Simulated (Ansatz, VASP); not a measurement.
**Lu: VASP beside Ansatz**

Contents of INCAR:

```
SYSTEM = Lu
PREC = Accurate
ENCUT = 520
EDIFF = 1E-7
ISMEAR = -1
SIGMA = 0.1
LREAL = .False.
LASPH = .True.
NELM = 100
ALGO = Normal
ISIF = 2
LWAVE = .False.
LCHARG = .False.
GGA = RP
NBANDS = 32
```

Contents of KPOINTS:

```
regular mesh
0
Gamma
  8 8 8
  0 0 0
```

POSCAR

```
Lu
1.0
    0.0000000000      3.8357833309      3.8357833309
    3.8357833309      0.0000000000      3.8357833309
    3.8357833309      3.8357833309      0.0000000000
Lu
2
Direct
    0.1250000000      0.1250000000      0.1250000000
    0.8750000000      0.8750000000      0.8750000000
```

Input for Ansatz:

```yaml
crystal:
  lattice:
    - [0.0, 3.8357833309, 3.8357833309]
    - [3.8357833309, 0.0, 3.8357833309]
    - [3.8357833309, 3.8357833309, 0.0]
  atoms:
    - { symbol: Lu, position: [0.125, 0.125, 0.125] }
    - { symbol: Lu, position: [0.875, 0.875, 0.875] }
hamiltonian:
  xc: rpbe
  pseudopotentials:
    kind: paw
    azcp:
      Lu: "pseudopotentials/Lu.paw.azcp"
basis:
  ecutwfc: 420
  fft_grid_basis: typed
kpoints:
  mp_grid: { grid: [8, 8, 8], shift: [0, 0, 0] }
magnetization:
  spin_polarized: false
scf:
  occupations: { method: fermi_dirac, width: 0.1 }
  lower_state_search: "off"
output:
  stress: true
```

Alike in both runs: task single point; functional RPBE; k mesh 8 × 8 × 8; occupations fermi-dirac, width 0.1 eV; no spin polarisation.

```csv
,VASP,Ansatz
version,VASP 6.6.1,Ansatz 0.2.0
potentials or method,"VASP PAW PBE potentials, release 64 (Lu), cutoff 520 eV","plane waves (420 eV) with PAW, scalar-relativistic"
valence electrons in the cell,50,50
```

VASP gave:

| Property | Result |
| --- | --- |
| pressure (GPa) | -0.5 |

Q: What did Ansatz give for the same quantities?

A: Pressure (GPa): -0.4.

VASP's potentials were made for PBE, not for RPBE. The functional is the same, so the differences come from potentials, cutoffs and numerics.

Spin-orbit coupling is off throughout.
